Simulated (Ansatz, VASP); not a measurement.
**Two plane-wave programs on P**

```
P
1.0
     0.00000    2.81876    2.81876
     2.81876    0.00000    2.81876
     2.81876    2.81876    0.00000
P
2
Direct
  0.12500 0.12500 0.12500
  0.87500 0.87500 0.87500
```

Alike in both runs: task single point; functional BLYP; k mesh 11 × 11 × 11; occupations fermi-dirac, width 0.1 eV; no spin polarisation.

|  | VASP | Ansatz |
| --- | --- | --- |
| version | VASP 6.6.1 | Ansatz 0.2.0 |
| potentials or method | VASP PAW PBE potentials, release 64 (P), cutoff 520 eV | plane waves (420 eV) with PAW, scalar-relativistic |
| valence electrons in the cell | 10 | 10 |

Ansatz gave:

| Property | Result |
| --- | --- |
| pressure (GPa) | 1.6 |

Q: Which values does VASP return?

A: Pressure (GPa): 1.7.

VASP's potentials were made for PBE, not for BLYP.
